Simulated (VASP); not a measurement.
# Ca2Se (P-3m1) in VASP: notebook

Runs on Ca2Se. Level: PBE. Tasks: single point, relaxation of cell and atoms.

Program: VASP 6.6.1. These are calculated values, not measurements. Logs are shortened: lines on timing, memory, paths and dates and some standing lists are left out, and cuts for length are marked.

**1. The cell of the first run**

The structure is trigonal, space group P-3m1 (No. 164). Conventional cell: a = 4.111 Å, b = 4.111 Å, c = 6.786 Å, α = 90.00°, β = 90.00°, γ = 120.00°. Within 3.9 Å of Ca (site symmetry 3m) lie 3 Se at 2.96 Å. Within 3.9 Å of Se (site symmetry -3m) lie 6 Ca at 2.96 Å.

**2. Single point, PBE**

INCAR

```
SYSTEM = Ca2Se
  PREC = Accurate
  ENCUT = 520
  EDIFF = 1E-7
  ISMEAR = 0
  SIGMA = 0.1
  LREAL = .FALSE.
  LASPH = .TRUE.
  NELM = 100
  ALGO = Normal
  ISIF = 2
  LWAVE = .FALSE.
  LCHARG = .FALSE.
  GGA = PE
  NBANDS = 20
```

KPOINTS

```
regular mesh
0
G
  12 12 8
  0 0 0
```

POSCAR

```
Ca2Se
1.0
    4.1112099740      0.0000000000      0.0000000000
   -2.0556049870      3.5604122777      0.0000000000
    0.0000000000      0.0000000000      6.7864273593
Ca Se
2 1
Direct
    0.6666666667      0.3333333333      0.7399888881
    0.3333333333      0.6666666667      0.2600111119
    0.0000000000      0.0000000000      0.0000000000
```

Potentials or basis: VASP PAW PBE potentials, release 64 (Ca_sv, Se).

Started as:

```
$ cat potpaw_PBE.64/Ca_sv/POTCAR potpaw_PBE.64/Se/POTCAR > POTCAR
$ mpirun -np 1 vasp_std > vasp.out
```

OUTCAR:

```text
SYSTEM = Ca2Se
   PREC = Accurate
   ENCUT = 520
   EDIFF = 1E-7
   ISMEAR = 0
   LREAL = .FALSE.
   LASPH = .TRUE.
   NELM = 100
   ISIF = 2
   GGA = PE

 ion  position               nearest neighbor table
   1  0.667  0.333  0.740-   3 2.96   3 2.96   3 2.96
   2  0.333  0.667  0.260-   3 2.96   3 2.96   3 2.96
   3  0.000  0.000  0.000-   1 2.96   2 2.96   2 2.96   1 2.96   1 2.96   2 2.96

  LATTYP: Found a hexagonal cell.
 ALAT       =     4.1112099740
 C/A-ratio  =     1.6507129050

  Lattice vectors:

 A1 = (   4.1112099740,   0.0000000000,   0.0000000000)
 A2 = (  -2.0556049870,   3.5604122777,   0.0000000000)
 A3 = (   0.0000000000,   0.0000000000,   6.7864273593)

Analysis of symmetry for initial positions (statically):
=====================================================================
 Subroutine PRICEL returns:
 Original cell was already a primitive cell.

 Routine SETGRP: Setting up the symmetry group for a
 hexagonal supercell.

 Subroutine GETGRP returns: Found 12 space group operations
 (whereof 12 operations were pure point group operations)
 out of a pool of 24 trial point group operations.

The static configuration has the point symmetry D_3d.

Analysis of symmetry for dynamics (positions and initial velocities):
=====================================================================
 Subroutine PRICEL returns:
 Original cell was already a primitive cell.

 Routine SETGRP: Setting up the symmetry group for a
 hexagonal supercell.

 Subroutine GETGRP returns: Found 12 space group operations
 (whereof 12 operations were pure point group operations)
 out of a pool of 24 trial point group operations.

The dynamic configuration has the point symmetry D_3d.

 Subroutine INISYM returns: Found 12 space group operations
 (whereof 12 operations are pure point group operations),
 and found     1 'primitive' translations

----------------------------------------------------------------------------------------

                                     Primitive cell

  volume of cell :      99.3370

  direct lattice vectors                    reciprocal lattice vectors
     4.111209974  0.000000000  0.000000000     0.243237394  0.140433175  0.000000000
    -2.055604987  3.560412278  0.000000000     0.000000000  0.280866350  0.000000000
     0.000000000  0.000000000  6.786427359     0.000000000  0.000000000  0.147352937

  length of vectors
     4.111209974  4.111209974  6.786427359     0.280866350  0.280866350  0.147352937

  position of ions in fractional coordinates (direct lattice)
     0.666666667  0.333333333  0.739988888
     0.333333333  0.666666667  0.260011112
     0.000000000  0.000000000  0.000000000

  ion indices of the primitive-cell ions
   primitive index   ion index
                 1           1
                 2           2
                 3           3

----------------------------------------------------------------------------------------

 KPOINTS: regular mesh

Automatic generation of k-mesh.
 Grid dimensions read from file:
 generate k-points for:   12   12    8

 Generating k-lattice:

  Cartesian coordinates                     Fractional coordinates (reciprocal lattice)
     0.020269783  0.011702765  0.000000000     0.083333333  0.000000000  0.000000000
     0.000000000  0.023405529  0.000000000     0.000000000  0.083333333  0.000000000
     0.000000000  0.000000000  0.018419117     0.000000000  0.000000000  0.125000000

  Length of vectors
     0.023405529  0.023405529  0.018419117

  Shift w.r.t. Gamma in fractional coordinates (k-lattice)
     0.000000000  0.000000000  0.000000000

 Subroutine IBZKPT returns following result:
 ===========================================

 Found    131 irreducible k-points:

 Following reciprocal coordinates:
            Coordinates               Weight
  0.000000  0.000000  0.000000      1.000000
  0.083333  0.000000  0.000000      6.000000
  0.166667 -0.000000  0.000000      6.000000
  0.250000  0.000000  0.000000      6.000000
  0.333333  0.000000  0.000000      6.000000
  0.416667  0.000000  0.000000      6.000000
[... 16 lines left out ...]
  0.166667 -0.000000  0.125000      6.000000
  0.000000  0.166667  0.125000      6.000000
 [... further k-points ...]
   k-points           NKPTS =    131   k-points in BZ     NKDIM =    131   number of bands    NBANDS=     20
   number of dos      NEDOS =    301   number of ions     NIONS =      3
   total plane-waves  NPLWV =  51200
   dimension x,y,z NGX =    32 NGY =   32 NGZ =   50
   dimension x,y,z NGXF=    64 NGYF=   64 NGZF=  100
   ions per type =               2   1
   NGX,Y,Z   is equivalent  to a cutoff of  12.94, 12.94, 12.25 a.u.
   NGXF,Y,Z  is equivalent  to a cutoff of  25.88, 25.88, 24.50 a.u.
 SYSTEM =  Ca2Se
   PREC   = accura    normal or accurate (medium, high low for compatibility)
   ISTART =      0    job   : 0-new  1-cont  2-samecut
   ICHARG =      2    charge: 1-file 2-atom 10-const
   ISPIN  =      1    spin polarized calculation?
   LNONCOLLINEAR =      F non collinear calculations
   LSORBIT =      F    spin-orbit coupling
   LASPH  =      T    aspherical Exc in radial PAW
   ENCUT  =  520.0 eV  38.22 Ry    6.18 a.u.   7.64  7.64 12.62*2*pi/ulx,y,z
   NELM   =    100;   NELMIN=  2; NELMDL= -5     # of ELM steps
   EDIFF  = 0.1E-06   stopping-criterion for ELM
   LREAL  =      F    real-space projection
   EDIFFG = 0.1E-05   stopping-criterion for IOM
   NSW    =      0    number of steps for IOM
   IBRION =     -1    ionic relax: 0-MD 1-quasi-New 2-CG
   NFREE  =      0    steps in history (QN), initial steepest desc. (CG)
   ISIF   =      2    stress and relaxation
   ISYM   =      2    0-nonsym 1-usesym 2-fastsym
   POTIM  = 0.5000    time-step for ionic-motion
   TEBEG  =    0.0;   TEEND  =   0.0 temperature during run
   PSTRESS=    0.0 pullay stress
   NELECT =      26.0000    total number of electrons
   NUPDOWN=      -1.0000    fix difference up-down
   EMIN   =  10.00;   EMAX   =-10.00  energy-range for DOS
   EFERMI =   0.00;   METHOD = LEGACY
   ISMEAR =     0;   SIGMA  =   0.10  broadening in eV -4-tet -1-fermi 0-gaus
   EFERMI_NEDOS =   21; number of points for ismear=-14 and -15
   IALGO  =     38    algorithm
   IMIX   =      4    mixing-type and parameters
     AMIX     =   0.40;   BMIX     =  1.00
     AMIX_MAG =   1.60;   BMIX_MAG =  1.00
  volume/ion in A,a.u.               =      33.11       223.45
  Fermi-wavevector in a.u.,A,eV,Ry     =   1.047198  1.978918 14.920477  1.096624
  Thomas-Fermi vector in A             =   2.182068
   LORBIT       =      0    0 simple, 1 ext, 2 COOP (PROOUT), +10 PAW based schemes
   GGA     = PE    functional components
   LHFCALC =     F    Hartree Fock is set to
   AEXX    =    0.0000 exact exchange contribution
   IVDW    =     0    specifies the selected vdW correction
   LEPSILON=     F    determine dielectric tensor
   LRPA    =     F    only Hartree local field effects (RPA)
 non-spin polarized calculation
 Gauss-broadening in eV      SIGMA  =   0.10
  energy-cutoff  :      520.00
  volume of cell :       99.34
 maximum number of plane-waves:      2702
 NGX is ok and might be reduce to    32
   NGX = 15   NGY = 15   NGZ = 25

 number of electron      26.0000002 magnetization

 Free energy of the ion-electron system (eV)
  ---------------------------------------------------
  ext. energy  EPLUGINS =         0.00000000
  ---------------------------------------------------
  free energy    TOTEN  =       -11.10136585 eV

  energy without entropy =      -11.09506887  energy(sigma->0) =      -11.09821736

 E-fermi :   3.1583     XC(G=0):  -8.2992

 val. band max:        3.1432462349   @ k =   0.5000   0.0000   0.2500
 cond. band min:       3.1811703981   @ k =   0.5000   0.0000   0.0000
 fundamental gap:      0.0379241632
 Fermi energy:         3.1582880749

 k-point     1 :       0.0000    0.0000    0.0000
  band No.  band energies     occupation
      1     -38.9358      2.00000
      2     -38.9288      2.00000
      3     -19.9781      2.00000
      4     -19.9202      2.00000
      5     -19.9202      2.00000
      6     -19.9100      2.00000
[... 12 lines left out ...]
     19       5.4571      0.00000
     20       5.8523      0.00000

 k-point     2 :       0.0833    0.0000    0.0000
  band No.  band energies     occupation
      1     -38.9354      2.00000
      2     -38.9285      2.00000
      3     -19.9754      2.00000
      4     -19.9253      2.00000
      5     -19.9219      2.00000
      6     -19.9150      2.00000
[... 12 lines left out ...]
     19       5.6609      0.00000
     20       5.8359      0.00000

 k-point     3 :       0.1667   -0.0000    0.0000
  band No.  band energies     occupation
      1     -38.9342      2.00000
      2     -38.9279      2.00000
      3     -19.9684      2.00000
      4     -19.9393      2.00000
      5     -19.9284      2.00000
      6     -19.9264      2.00000
[... 12 lines left out ...]
     19       5.8492      0.00000
     20       6.2279      0.00000

 k-point     4 :       0.2500    0.0000    0.0000
  band No.  band energies     occupation
      1     -38.9324      2.00000
      2     -38.9272      2.00000
      3     -19.9647      2.00000
      4     -19.9525      2.00000
      5     -19.9453      2.00000
      6     -19.9321      2.00000
[... 12 lines left out ...]
     19       5.9879      0.00000
     20       6.3980      0.00000

 k-point     5 :       0.3333    0.0000    0.0000
  band No.  band energies     occupation
      1     -38.9306      2.00000
      2     -38.9265      2.00000
      3     -19.9822      2.00000
      4     -19.9628      2.00000
      5     -19.9418      2.00000
      6     -19.9376      2.00000
[... 12 lines left out ...]
     19       6.1745      0.00000
     20       6.4764      0.00000
[... 353 lines left out ...]
      6     -19.9161      2.00000
[... 12 lines left out ...]
     19       5.6339      0.00000
     20       5.9483      0.00000

 k-point    22 :       0.0000    0.0833    0.1250
  band No.  band energies     occupation
      1     -38.9351      2.00000
      2     -38.9288      2.00000
      3     -19.9721      2.00000
      4     -19.9253      2.00000
      5     -19.9212      2.00000
      6     -19.9151      2.00000
[... 12 lines left out ...]
     19       5.5358      0.00000
     20       5.9468      0.00000

 k-point    23 :       0.1667   -0.0000    0.1250
  band No.  band energies     occupation
      1     -38.9339      2.00000
      2     -38.9282      2.00000
      3     -19.9653      2.00000
      4     -19.9382      2.00000
      5     -19.9301      2.00000
      6     -19.9264      2.00000
[... 12 lines left out ...]
     19       6.0193      0.00000
     20       6.1798      0.00000

 k-point    24 :       0.0000    0.1667    0.1250
  band No.  band energies     occupation
      1     -38.9339      2.00000
      2     -38.9282      2.00000
      3     -19.9673      2.00000
      4     -19.9379      2.00000
      5     -19.9281      2.00000
      6     -19.9254      2.00000
[... 12 lines left out ...]
     19       5.8187      0.00000
     20       6.1576      0.00000

 [... further k-points ...]
[... 5 lines left out ...]
  --------------------------------------------------------------------------------------
  -------------------------------------------------------------------------------------
  Total        0.0451579      0.0451579      0.0376128      0.0000000      0.0000000      0.0000000
  in kB        0.7283380      0.7283380      0.6066459      0.0000000      0.0000000      0.0000000
  external PRESSURE =       0.6877740 kB  Pullay stress =       0.0000000 kB

 VOLUME and BASIS-vectors are now :
 -----------------------------------------------------------------------------
  energy-cutoff  :      520.00
  volume of cell :       99.34
      direct lattice vectors                 reciprocal lattice vectors
     4.111209974  0.000000000  0.000000000     0.243237394  0.140433175  0.000000000
    -2.055604987  3.560412278  0.000000000     0.000000000  0.280866350  0.000000000
     0.000000000  0.000000000  6.786427359     0.000000000  0.000000000  0.147352937

 POSITION                                       TOTAL-FORCE (eV/Angst)
 -----------------------------------------------------------------------------------
      2.05560      1.18680      5.02188        -0.000000     -0.000000     -0.015112
     -0.00000      2.37361      1.76455         0.000000      0.000000      0.015112
      0.00000      0.00000      0.00000        -0.000000      0.000000      0.000000
 -----------------------------------------------------------------------------------
    total drift:                                0.000000     -0.000000      0.000000

  FREE ENERGIE OF THE ION-ELECTRON SYSTEM (eV)
  ---------------------------------------------------
  free  energy   TOTEN  =       -11.1013658489 eV

  energy  without entropy=      -11.0950688736  energy(sigma->0) =      -11.09821736
```

It took 2.8 min on 1 thread of Intel Xeon Platinum 8488C (Sapphire Rapids), shared host; peak memory 0.39 GiB.

Results:

```yaml
Free_energy: -11.1014 eV
Pressure: 0.1 GPa
Largest_force: 0.015 eV/Å
Band_gap_on_the_k_mesh: zero (band 13 reaches 3.47 eV, above the bottom of band 14 at 3.11 eV)
```

Forces in eV/Å, atoms in the order of the input:
```
Ca   0.000  0.000 -0.015
Ca   0.000  0.000  0.015
Se   0.000  0.000  0.000
```

**3. Relaxation of cell and atoms, PBE**

This run uses another cell than the first one, of 32.87 Å³/atom, 0.993 times its volume.

INCAR

```
SYSTEM = Ca2Se
PREC = Accurate
ENCUT = 600
EDIFF = 1E-6
ISMEAR = 0
SIGMA = 0.1
LREAL = .False.
LASPH = .True.
NELM = 100
ALGO = Normal
ISIF = 3
LWAVE = .False.
LCHARG = .False.
GGA = PE
IBRION = 2
NSW = 100
EDIFFG = -0.01
```

KPOINTS

```
regular mesh
0
Gamma
  12 12 8
  0 0 0
```

POSCAR

```
Ca2Se
1.0
    4.0829698941      0.0000000000      0.0000000000
   -2.0414849471      3.5359556512      0.0000000000
    0.0000000000      0.0000000000      6.8303909816
Ca Se
2 1
Direct
    0.6666666667      0.3333333333      0.7407513498
    0.3333333333      0.6666666667      0.2592486502
    0.0000000000      0.0000000000      0.0000000000
```

Potentials or basis: VASP PAW PBE potentials, release 64 (Ca_sv, Se).

Started as:

```
$ cat potpaw_PBE.64/Ca_sv/POTCAR potpaw_PBE.64/Se/POTCAR > POTCAR
$ mpirun -np 1 vasp_std > vasp.out
```

Wall time 10 min (1 thread of Intel Xeon Platinum 8488C (Sapphire Rapids), shared host); peak memory 0.46 GiB.

It converged, with:

```yaml
Free_energy: -11.1016 eV
Relaxed_volume: 33.20 Å³/atom
Relaxed_cell: a = 4.116 Å, b = 4.116 Å, c = 6.789 Å, α = 90.00°, β = 90.00°, γ = 120.00°
Space_group_after_relaxing_to_0.05_Å: P-3m1 (No. 164)
Energy_gained_by_relaxing: 1.0 meV/atom
Ionic_steps: 5
Pressure_after_relaxing: 0.0 GPa
Largest_force_after_relaxing: 0.009 eV/Å
Band_gap_on_the_k_mesh: zero (band 13 reaches 3.46 eV, above the bottom of band 14 at 3.10 eV)
```

Forces in eV/Å, atoms in the order of the input:
```
Ca   0.000  0.000 -0.009
Ca   0.000  0.000  0.009
Se   0.000  0.000  0.000
```

The path:
```
step  energy change (eV)  largest force (eV/Å)  pressure (GPa)  volume (Å³)
   1              0.0000                0.0614            0.32        98.61
   2             -0.0025                0.0201            0.00        99.56
   3             -0.0027                0.0046           -0.12        99.92
   4             -0.0031                0.0085           -0.03        99.68
   5             -0.0031                0.0094            0.00        99.59
```

Final structure:
```cif
data_structure
_symmetry_space_group_name_H-M 'P 1'
_symmetry_Int_Tables_number 1
_cell_length_a 4.1156
_cell_length_b 4.1156
_cell_length_c 6.7893
_cell_angle_alpha 90.000
_cell_angle_beta 90.000
_cell_angle_gamma 120.000
_cell_volume 99.59
loop_
_atom_site_label
_atom_site_type_symbol
_atom_site_fract_x
_atom_site_fract_y
_atom_site_fract_z
_atom_site_occupancy
Ca1 Ca 0.66667 0.33333 0.74002 1
Ca2 Ca 0.33333 0.66667 0.25998 1
Se1 Se 0.00000 0.00000 0.00000 1
```

Levels at points of the mesh, in eV from the Fermi level:
```
           k point  band 9  band 10  band 11  band 12  band 13  band 14  band 15  band 16  band 17
(0.00, 0.00, 0.00)  -13.73    -4.54    -2.76    -2.76    -2.52     1.59     1.93     2.01     2.01
(0.50, 0.00, 0.00)  -13.38    -4.99    -3.80    -3.22    -0.25     0.02     0.17     2.64     2.89
(0.00, 0.00, 0.50)  -13.72    -4.91    -2.78    -2.78    -1.06    -0.03     1.75     1.81     1.81
(0.50, 0.00, 0.50)  -13.38    -4.95    -3.86    -3.21    -0.48     0.12     0.86     1.67     2.42
```

**4. Single point, PBE**

This run uses another cell than the first one, of 23.37 Å³/atom, 0.706 times its volume.

INCAR

```
  PREC = Accurate
  ENCUT = 520
  EDIFF = 1E-7
  ISMEAR = 0
  SIGMA = 0.1
  LREAL = F
  LASPH = T
  NELM = 100
  ALGO = Normal
  ISIF = 2
  LWAVE = F
  LCHARG = T
  GGA = PE
  LELF = T
  LVHAR = T
  NBANDS = 20
```

KPOINTS

```
Automatic mesh
0
Gamma
  6 6 4
```

POSCAR

```
Ca2Se
1.0
    3.5217130300      0.0000000000      0.0000000000
   -1.7608565100      3.0498929500      0.0000000000
    0.0000000000      0.0000000000      6.5265120400
Ca Se
2 1
Direct
    0.6666666700      0.3333333300      0.7587290400
    0.3333333300      0.6666666700      0.2412709600
    0.0000000000      0.0000000000      0.0000000000
```

Started as:

```
$ cat potpaw_PBE.64/Ca_sv/POTCAR potpaw_PBE.64/Se/POTCAR > POTCAR
$ mpirun -np 1 vasp_std > vasp.out
```

Run time: 32 s. Hardware: 1 thread of Intel Xeon Platinum 8488C (Sapphire Rapids), shared host; peak memory 0.19 GiB.

The run converged. Its results:

- Free energy: -8.9853 eV
- Pressure: 26.1 GPa
- Largest force: 3.047 eV/Å
- Band gap on the k mesh: zero (band 13 reaches 5.88 eV, above the bottom of band 14 at 4.89 eV)

Forces on the atoms (eV/Å):
```
Ca   0.000  0.000 -3.047
Ca   0.000  0.000  3.047
Se   0.000  0.000  0.000
```

Stress tensor (GPa, compression positive):
```
27.69  0.00  0.00
 0.00 27.69  0.00
 0.00  0.00 22.88
```

Levels at points of the mesh, in eV from the Fermi level:
```csv
k point,band 9,band 10,band 11,band 12,band 13,band 14,band 15,band 16,band 17,band 18
"(0.00, 0.00, 0.00)",-14.53,-5.56,-2.70,-2.70,-2.45,1.21,2.35,2.35,3.00,3.05
"(0.50, 0.00, 0.00)",-13.77,-6.08,-4.36,-3.39,-0.72,0.26,0.83,2.95,4.18,4.54
"(0.00, 0.00, 0.50)",-14.50,-5.86,-2.72,-2.72,-1.17,-0.17,2.21,2.21,3.34,3.34
"(0.50, 0.00, 0.50)",-13.77,-6.07,-4.37,-3.37,-0.55,0.37,0.80,2.23,3.51,4.00
```

Caveat: forces of over 1 eV/Å act on the atoms, so gaps and moduli don't describe the material at rest.

**5. Single point, PBE**

This run uses another cell than the first one, of 32.87 Å³/atom, 0.993 times its volume.

INCAR

```
SYSTEM = Ca2Se
PREC = Accurate ; ENCUT = 520
EDIFF = 1E-6 ; ISMEAR = 0
SIGMA = 0.1 ; LREAL = .False.
LASPH = .True. ; NELM = 60
ALGO = Normal ; ISIF = 2
LWAVE = .False. ; LCHARG = .True.
GGA = PE ; LELF = .True.
LVHAR = .True. ; NBANDS = 20
```

KPOINTS

```
Automatic mesh
0
Gamma
  6 6 4
  0 0 0
```

POSCAR

```
Ca2Se
1.0
    4.0829698941     -0.0000000033      0.0000000000
   -2.0414849442      3.5359556529      0.0000000000
    0.0000000000      0.0000000000      6.8303909816
Ca Se
2 1
Direct
    0.6666666667      0.3333333333      0.7407513498
    0.3333333333      0.6666666667      0.2592486502
    0.0000000000      0.0000000000      0.0000000000
```

Started as:

```
$ cat potpaw_PBE.64/Ca_sv/POTCAR potpaw_PBE.64/Se/POTCAR > POTCAR
$ mpirun -np 1 vasp_std > vasp.out
```

Wall time 41 s (1 thread of AMD EPYC 7R13 (Zen 3), shared host); peak memory 0.19 GiB.

The run converged. Its results:

| Item | Value |
| --- | --- |
| Free energy | -11.1161 eV |
| Pressure | 0.3 GPa |
| Largest force | 0.042 eV/Å |
| Band gap on the k mesh | zero (band 13 reaches 3.53 eV, above the bottom of band 14 at 3.11 eV) |

Forces on the atoms (eV/Å):
```
Ca   0.000  0.000 -0.042
Ca   0.000  0.000  0.042
Se   0.000  0.000  0.000
```

Stress tensor (GPa, compression positive):
```
 0.43  0.00  0.00
 0.00  0.43  0.00
 0.00  0.00 -0.03
```

Levels at points of the mesh, in eV from the Fermi level:
```
           k point  band 10  band 11  band 12  band 13  band 14  band 15  band 16  band 17
(0.00, 0.00, 0.00)    -4.64    -2.77    -2.77    -2.58     1.54     1.88     1.98     1.98
(0.50, 0.00, 0.00)    -5.06    -3.87    -3.24    -0.29    -0.02     0.14     2.56     2.92
(0.00, 0.00, 0.50)    -5.00    -2.78    -2.78    -1.14    -0.13     1.78     1.80     1.80
(0.50, 0.00, 0.50)    -5.02    -3.93    -3.23    -0.52     0.07     0.81     1.61     2.42
```

[end of part 1 of 2]
